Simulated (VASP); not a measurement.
Runs of VASP 6.6.1 on MoS2. The structure is that of space group P6_3/mmc (No. 194), or close to it. The cells are those of the table. 

| cell | smearing | gap on the mesh (eV) | pressure (GPa) | largest force (eV/Å) |
| --- | --- | --- | --- | --- |
| a = 3.204, b = 3.204, c = 12.696 Å, angles 90.0, 90.0, 120.0°, 6 atoms | methfessel-paxton 0.141 eV | 0.98 | -6.7 | 0.65 |
| a = 3.236, b = 3.236, c = 12.822 Å, angles 90.0, 90.0, 120.0°, 6 atoms | methfessel-paxton 0.143 eV | (c) | -10.1 | 1.07 |
| a = 3.016, b = 3.016, c = 13.199 Å, angles 90.0, 90.0, 120.0°, 6 atoms | methfessel-paxton 0.164 eV | 1.15 | 4.6 | 0.59 |
| a = 3.299, b = 3.299, c = 12.068 Å, angles 90.0, 90.0, 120.0°, 6 atoms | methfessel-paxton 0.2 eV | - | -6.8 | 0.21 |
| a = 3.236, b = 3.236, c = 12.445 Å, angles 90.0, 90.0, 120.0°, 6 atoms | methfessel-paxton 0.098 eV | 0.69 | -6.4 | 0.29 |
| a = 3.204, b = 3.204, c = 13.073 Å, angles 90.0, 90.0, 120.0°, 6 atoms | methfessel-paxton 0.157 eV | 1.08 | -10.3 | 1.40 |
| a = 3.016, b = 3.016, c = 11.942 Å, angles 90.0, 90.0, 120.0°, 6 atoms | methfessel-paxton 0.118 eV | (a) | 27.3 | 2.86 |
| a = 3.236, b = 3.236, c = 12.068 Å, angles 90.0, 90.0, 120.0°, 6 atoms | methfessel-paxton 0.2 eV | (b) | -1.9 | 0.59 |

Alike in all rows: task single point; level PBEsol; potentials or basis VASP PAW PBE potentials, release 64 (Mo_sv, S); no spin polarisation; k mesh 12 × 12 × 2; cutoff (eV) 520.

Q: Fill in the values left out.

A: (a) 0.83; (b) 0.30; (c) 0.99.

Caveats: the PAW data sets were made with another functional, which shifts forces and pressure a little; this functional lacks dispersion, which binds the layers, so the pressure and a relaxed spacing across them are unreliable.

A k mesh can miss the band edges, and the runs leave out spin-orbit coupling on Mo.
